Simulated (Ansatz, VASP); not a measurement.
# ZnSe: VASP beside Ansatz

Contents of INCAR:

```
SYSTEM = ZnSe
ALGO     = Normal         ! electronic algorithm
EDIFF    = 1E-7           ! SCF threshold, eV
ENCUT    = 520            ! plane-wave cutoff, eV
GGA      = CA             ! functional
ISIF     = 2              ! what is computed and relaxed
ISMEAR   = 0              ! smearing method
LASPH    = .True.         ! aspherical terms in the spheres
LCHARG   = .True.         ! write CHGCAR
LELF     = .True.         ! ELF
LREAL    = .False.        ! projectors in reciprocal space
LVHAR    = .True.       
LWAVE    = .False.        ! write WAVECAR
NBANDS   = 26             ! bands
NELM     = 60             ! most SCF steps
PREC     = Accurate       ! precision mode
SIGMA    = 0.05           ! smearing width, eV
```

File KPOINTS:

```
k-points
0
Gamma
  8 8 6
  0 0 0
```

Contents of POSCAR:

```
ZnSe
1.0
    4.1605590088      0.0000000000      0.0000000000
    0.0000000000      4.1605590088      0.0000000000
    0.0000000000      0.0000000000      5.4910814719
Zn Se
2 2
Direct
    0.0000000000      0.0000000000      0.0000000000
    0.5000000000      0.5000000000      0.0000000000
    0.0000000000      0.5000000000      0.2608314992
    0.5000000000      0.0000000000      0.7391685008
```

Input for Ansatz:

```yaml
crystal:
  lattice:
    - [4.1605590088, 0.0, 0.0]
    - [0.0, 4.1605590088, 0.0]
    - [0.0, 0.0, 5.4910814719]
  atoms:
    - { symbol: Zn, position: [0.0, 0.0, 0.0] }
    - { symbol: Zn, position: [0.5, 0.5, 0.0] }
    - { symbol: Se, position: [0.0, 0.5, 0.2608314992] }
    - { symbol: Se, position: [0.5, 0.0, 0.7391685008] }
basis:
  ecutwfc: 520.0
kpoints:
  mp_grid: { grid: [8, 8, 6] }
hamiltonian:
  xc: lda
scf:
  occupations: { method: gaussian, width: 0.05 }
output:
  forces: true
  stress: true
  eigenvalues: true
```

Alike in both runs: task single point; functional LDA; k mesh 8 × 8 × 6; occupations gaussian, width 0.05 eV; no spin polarisation.

|  | VASP | Ansatz |
| --- | --- | --- |
| version | VASP 6.6.1 | Ansatz 0.2.0 |
| potentials or method | VASP PAW LDA potentials, release 64 (Zn, Se), cutoff 520 eV | scalar-relativistic, plane waves, PAW |
| valence electrons in the cell | 36 | 56 |

|  | VASP | Ansatz | Ansatz less VASP |
| --- | --- | --- | --- |
| gap on the k mesh at the Fermi level (eV) | 1.22 | 1.22 | 0.000 |
| least direct gap on the mesh (eV) | 1.22 | 1.22 | 0.000 |
| pressure (GPa) | -4.0 | -4.3 | -0.29 |
| traceless stress, the component that is largest in VASP (GPa) | 1.54 | 1.58 | +0.035 |
| rms of the force components (eV/Å) | 0.099 | 0.120 | +0.0212 |

LDA's correlation is that of Perdew and Zunger in VASP and of Perdew and Wang (1992) in Ansatz. Atom by atom the forces differ by 0.021 eV/Å (rms over components). VASP's potentials hold 36 valence electrons a cell and Ansatz's 56, so a difference there can come from the potentials and not from the codes.
